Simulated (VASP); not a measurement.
# Ta (P6_3/mmc) in VASP: notebook

Runs on Ta. Level: LDA. Tasks: single point.

All numbers are computed with VASP 6.6.1; they aren't measurements. Logs are shortened: lines on timing, memory, paths and dates and some standing lists are left out, and cuts for length are marked.

## 1. The cell of the first run

It takes space group P6_3/mmc (No. 194, hexagonal). The conventional cell has a = 3.062 Å, b = 3.062 Å, c = 4.636 Å, α = 90.00°, β = 90.00°, γ = 120.00°. Within 3.8 Å of Ta (site symmetry -6m2) lie 12 Ta at 2.92 to 3.06 Å.

This isn't the form of Ta at room conditions, which is bcc.

## 2. Single point, LDA

Contents of INCAR:

```
SYSTEM = Ta
PREC = Accurate ; ENCUT = 520
EDIFF = 1E-7 ; ISMEAR = 0
SIGMA = 0.15 ; LREAL = .False.
LASPH = .True. ; NELM = 80
ALGO = Fast ; ISIF = 2
LWAVE = .False. ; LCHARG = .False.
NBANDS = 18
```

Contents of KPOINTS:

```
Automatic mesh
0
Gamma
  21 21 10
  0 0 0
```

Contents of POSCAR:

```
Ta
1.0
    3.0618276416      0.0000000000      0.0000000000
   -1.5309138208      2.6516205196      0.0000000000
    0.0000000000      0.0000000000      4.6357860716
Ta
2
Direct
    0.6666666667      0.3333333333      0.7500000000
    0.3333333333      0.6666666667      0.2500000000
```

Potentials or basis: VASP PAW LDA potentials, release 64 (Ta_pv).

Run with:

```sh
$ cat potpaw_LDA.64/Ta_pv/POTCAR > POTCAR
$ mpirun -np 1 vasp_std > vasp.out
```

OUTCAR:

```text
SYSTEM = Ta
   PREC = Accurate
   ENCUT = 520
   EDIFF = 1E-7
   ISMEAR = 0
   LREAL = .False.
   LASPH = .True.
   NELM = 80
   ISIF = 2

 ion  position               nearest neighbor table
   1  0.667  0.333  0.750-   2 2.92   2 2.92   2 2.92   2 2.92   2 2.92   2 2.92
   2  0.333  0.667  0.250-   1 2.92   1 2.92   1 2.92   1 2.92   1 2.92   1 2.92

  LATTYP: Found a hexagonal cell.
 ALAT       =     3.0618276416
 C/A-ratio  =     1.5140584691

  Lattice vectors:

 A1 = (   3.0618276416,   0.0000000000,   0.0000000000)
 A2 = (  -1.5309138208,   2.6516205196,   0.0000000000)
 A3 = (   0.0000000000,   0.0000000000,   4.6357860716)

Analysis of symmetry for initial positions (statically):
=====================================================================
 Subroutine PRICEL returns:
 Original cell was already a primitive cell.

 Routine SETGRP: Setting up the symmetry group for a
 hexagonal supercell.

 Subroutine GETGRP returns: Found 24 space group operations
 (whereof 12 operations were pure point group operations)
 out of a pool of 24 trial point group operations.

The static configuration has the point symmetry D_3d.
 The point group associated with its full space group is D_6h.

Analysis of symmetry for dynamics (positions and initial velocities):
=====================================================================
 Subroutine PRICEL returns:
 Original cell was already a primitive cell.

 Routine SETGRP: Setting up the symmetry group for a
 hexagonal supercell.

 Subroutine GETGRP returns: Found 24 space group operations
 (whereof 12 operations were pure point group operations)
 out of a pool of 24 trial point group operations.

The dynamic configuration has the point symmetry D_3d.
 The point group associated with its full space group is D_6h.

 Subroutine INISYM returns: Found 24 space group operations
 (whereof 12 operations are pure point group operations),
 and found     1 'primitive' translations

----------------------------------------------------------------------------------------

                                     Primitive cell

  volume of cell :      37.6370

  direct lattice vectors                    reciprocal lattice vectors
     3.061827642  0.000000000  0.000000000     0.326602316  0.188563935  0.000000000
    -1.530913821  2.651620520  0.000000000     0.000000000  0.377127871  0.000000000
     0.000000000  0.000000000  4.635786072     0.000000000  0.000000000  0.215713146

  length of vectors
     3.061827642  3.061827642  4.635786072     0.377127871  0.377127871  0.215713146

  position of ions in fractional coordinates (direct lattice)
     0.666666667  0.333333333  0.750000000
     0.333333333  0.666666667  0.250000000

  ion indices of the primitive-cell ions
   primitive index   ion index
                 1           1
                 2           2

----------------------------------------------------------------------------------------

 KPOINTS: Automatic mesh

Automatic generation of k-mesh.
 Grid dimensions read from file:
 generate k-points for:   21   21   10

 Generating k-lattice:

  Cartesian coordinates                     Fractional coordinates (reciprocal lattice)
     0.015552491  0.008979235  0.000000000     0.047619048  0.000000000  0.000000000
     0.000000000  0.017958470  0.000000000     0.000000000  0.047619048  0.000000000
     0.000000000  0.000000000  0.021571315     0.000000000  0.000000000  0.100000000

  Length of vectors
     0.017958470  0.017958470  0.021571315

  Shift w.r.t. Gamma in fractional coordinates (k-lattice)
     0.000000000  0.000000000  0.000000000

 Subroutine IBZKPT returns following result:
 ===========================================

 Found    288 irreducible k-points:

 Following reciprocal coordinates:
            Coordinates               Weight
  0.000000  0.000000  0.000000      1.000000
  0.047619  0.000000  0.000000      6.000000
  0.095238  0.000000  0.000000      6.000000
  0.142857  0.000000  0.000000      6.000000
  0.190476  0.000000  0.000000      6.000000
  0.238095  0.000000  0.000000      6.000000
[... 16 lines left out ...]
  0.142857  0.095238  0.000000     12.000000
  0.190476  0.095238  0.000000     12.000000
 [... further k-points ...]
   k-points           NKPTS =    288   k-points in BZ     NKDIM =    288   number of bands    NBANDS=     18
   number of dos      NEDOS =    301   number of ions     NIONS =      2
   total plane-waves  NPLWV =  20736
   dimension x,y,z NGX =    24 NGY =   24 NGZ =   36
   dimension x,y,z NGXF=    48 NGYF=   48 NGZF=   72
   ions per type =               2
   NGX,Y,Z   is equivalent  to a cutoff of  13.03, 13.03, 12.91 a.u.
   NGXF,Y,Z  is equivalent  to a cutoff of  26.06, 26.06, 25.82 a.u.
 SYSTEM =  Ta
   PREC   = accura    normal or accurate (medium, high low for compatibility)
   ISTART =      0    job   : 0-new  1-cont  2-samecut
   ICHARG =      2    charge: 1-file 2-atom 10-const
   ISPIN  =      1    spin polarized calculation?
   LNONCOLLINEAR =      F non collinear calculations
   LSORBIT =      F    spin-orbit coupling
   LASPH  =      T    aspherical Exc in radial PAW
   ENCUT  =  520.0 eV  38.22 Ry    6.18 a.u.   5.69  5.69  8.62*2*pi/ulx,y,z
   NELM   =     80;   NELMIN=  2; NELMDL= -5     # of ELM steps
   EDIFF  = 0.1E-06   stopping-criterion for ELM
   LREAL  =      F    real-space projection
   EDIFFG = 0.1E-05   stopping-criterion for IOM
   NSW    =      0    number of steps for IOM
   IBRION =     -1    ionic relax: 0-MD 1-quasi-New 2-CG
   NFREE  =      0    steps in history (QN), initial steepest desc. (CG)
   ISIF   =      2    stress and relaxation
   ISYM   =      2    0-nonsym 1-usesym 2-fastsym
   POTIM  = 0.5000    time-step for ionic-motion
   TEBEG  =    0.0;   TEEND  =   0.0 temperature during run
   PSTRESS=    0.0 pullay stress
   NELECT =      22.0000    total number of electrons
   NUPDOWN=      -1.0000    fix difference up-down
   EMIN   =  10.00;   EMAX   =-10.00  energy-range for DOS
   EFERMI =   0.00;   METHOD = LEGACY
   ISMEAR =     0;   SIGMA  =   0.15  broadening in eV -4-tet -1-fermi 0-gaus
   EFERMI_NEDOS =   21; number of points for ismear=-14 and -15
   IALGO  =     68    algorithm
   IMIX   =      4    mixing-type and parameters
     AMIX     =   0.40;   BMIX     =  1.00
     AMIX_MAG =   1.60;   BMIX_MAG =  1.00
  volume/ion in A,a.u.               =      18.82       126.99
  Fermi-wavevector in a.u.,A,eV,Ry     =   1.368812  2.586680 25.492516  1.873647
  Thomas-Fermi vector in A             =   2.494743
   LORBIT       =      0    0 simple, 1 ext, 2 COOP (PROOUT), +10 PAW based schemes
   GGA     = CA    functional components
   LHFCALC =     F    Hartree Fock is set to
   AEXX    =    0.0000 exact exchange contribution
   IVDW    =     0    specifies the selected vdW correction
   LEPSILON=     F    determine dielectric tensor
   LRPA    =     F    only Hartree local field effects (RPA)
 non-spin polarized calculation
 RMM-DIIS sequential band-by-band and
 Gauss-broadening in eV      SIGMA  =   0.15
  energy-cutoff  :      520.00
  volume of cell :       37.64
 maximum number of plane-waves:      1037
 NGX is ok and might be reduce to    24
   NGX = 11   NGY = 11   NGZ = 17

 number of electron      22.0000008 magnetization

 Free energy of the ion-electron system (eV)
  ---------------------------------------------------
  ext. energy  EPLUGINS =         0.00000000
  ---------------------------------------------------
  free energy    TOTEN  =       -24.75178602 eV

  energy without entropy =      -24.72027965  energy(sigma->0) =      -24.73603284

 E-fermi :   5.5572     XC(G=0): -12.5632

 val. band max:        5.5460666504   @ k =   0.1429   0.0476   0.5000
 cond. band min:       5.5581650222   @ k =   0.0476   0.0000   0.5000
 fundamental gap:      0.0120983718
 Fermi energy:         5.5572245749

 k-point     1 :       0.0000    0.0000    0.0000
  band No.  band energies     occupation
      1     -29.0275      2.00000
      2     -28.2464      2.00000
      3     -28.2464      2.00000
      4     -28.0435      2.00000
      5     -28.0435      2.00000
      6     -27.8218      2.00000
[... 10 lines left out ...]
     17      10.3373      0.00000
     18      10.3373      0.00000

 k-point     2 :       0.0476    0.0000    0.0000
  band No.  band energies     occupation
      1     -29.0199      2.00000
      2     -28.2604      2.00000
      3     -28.2517      2.00000
      4     -28.0587      2.00000
      5     -28.0449      2.00000
      6     -27.8262      2.00000
[... 10 lines left out ...]
     17      10.3988      0.00000
     18      10.6415      0.00000

 k-point     3 :       0.0952    0.0000    0.0000
  band No.  band energies     occupation
      1     -28.9975      2.00000
      2     -28.3012      2.00000
      3     -28.2668      2.00000
      4     -28.1024      2.00000
      5     -28.0492      2.00000
      6     -27.8392      2.00000
[... 10 lines left out ...]
     17      10.5624      0.00000
     18      11.3689      0.00000

 k-point     4 :       0.1429    0.0000    0.0000
  band No.  band energies     occupation
      1     -28.9612      2.00000
      2     -28.3651      2.00000
      3     -28.2898      2.00000
      4     -28.1697      2.00000
      5     -28.0565      2.00000
      6     -27.8608      2.00000
[... 375 lines left out ...]
      4     -28.1861      2.00000
      5     -28.0701      2.00000
      6     -27.8737      2.00000
[... 10 lines left out ...]
     17      10.8435      0.00000
     18      12.7759      0.00000

 k-point    23 :       0.1429    0.0952    0.0000
  band No.  band energies     occupation
      1     -28.8921      2.00000
      2     -28.4548      2.00000
      3     -28.3849      2.00000
      4     -28.2393      2.00000
      5     -28.0869      2.00000
      6     -27.9035      2.00000
[... 10 lines left out ...]
     17      11.0194      0.00000
     18      13.7043      0.00000

 k-point    24 :       0.1905    0.0952    0.0000
  band No.  band energies     occupation
      1     -28.8341      2.00000
      2     -28.5378      2.00000
      3     -28.4439      2.00000
      4     -28.2958      2.00000
      5     -28.1045      2.00000
      6     -27.9411      2.00000
[... 10 lines left out ...]
     17      11.1934      0.00000
     18      14.6759      0.00000

 [... further k-points ...]

------------------------ aborting loop because EDIFF is reached ----------------------------------------

  FORCE on cell =-STRESS in cart. coord.  units (eV):
  Direction    XX          YY          ZZ          XY          YZ          ZX
  --------------------------------------------------------------------------------------
  -------------------------------------------------------------------------------------
  Total       -3.3244934     -3.3244934     -0.9251031     -0.0000000      0.0000000      0.0000000
  in kB     -141.5208950   -141.5208950    -39.3808639     -0.0000000      0.0000000      0.0000000
  external PRESSURE =    -107.4742180 kB  Pullay stress =       0.0000000 kB

 VOLUME and BASIS-vectors are now :
 -----------------------------------------------------------------------------
  energy-cutoff  :      520.00
  volume of cell :       37.64
      direct lattice vectors                 reciprocal lattice vectors
     3.061827642  0.000000000  0.000000000     0.326602316  0.188563935  0.000000000
    -1.530913821  2.651620520  0.000000000     0.000000000  0.377127871  0.000000000
     0.000000000  0.000000000  4.635786072     0.000000000  0.000000000  0.215713146

 POSITION                                       TOTAL-FORCE (eV/Angst)
 -----------------------------------------------------------------------------------
      1.53091      0.88387      3.47684        -0.000000      0.000000      0.000000
     -0.00000      1.76775      1.15895         0.000000     -0.000000      0.000000
 -----------------------------------------------------------------------------------
    total drift:                                0.000000     -0.000000      0.000000

  FREE ENERGIE OF THE ION-ELECTRON SYSTEM (eV)
  ---------------------------------------------------
  free  energy   TOTEN  =       -24.7517860198 eV

  energy  without entropy=      -24.7202796508  energy(sigma->0) =      -24.73603284
```

Wall time 2.6 min (1 thread of AMD EPYC 9R45 (Zen 5), shared host); peak memory 0.23 GiB.

Results:

```yaml
Free_energy: -24.7518 eV
Pressure: -10.7 GPa
Band_gap_on_the_k_mesh: zero (bands 11 and 12 overlap by 2.01 eV)
```

Levels at points of the mesh, in eV from the Fermi level:
```tsv
k point	band 9	band 10	band 11	band 12	band 13	band 14
(0.00, 0.00, 0.00)	0.10	0.10	1.05	1.09	1.09	1.43
(0.00, 0.00, 0.50)	-0.32	-0.32	-0.13	-0.13	-0.13	-0.13
```

Caveat: the cell stands under tension; spin-orbit coupling is left out, which moves the levels of the heavy elements.

[end of part 1 of 2]
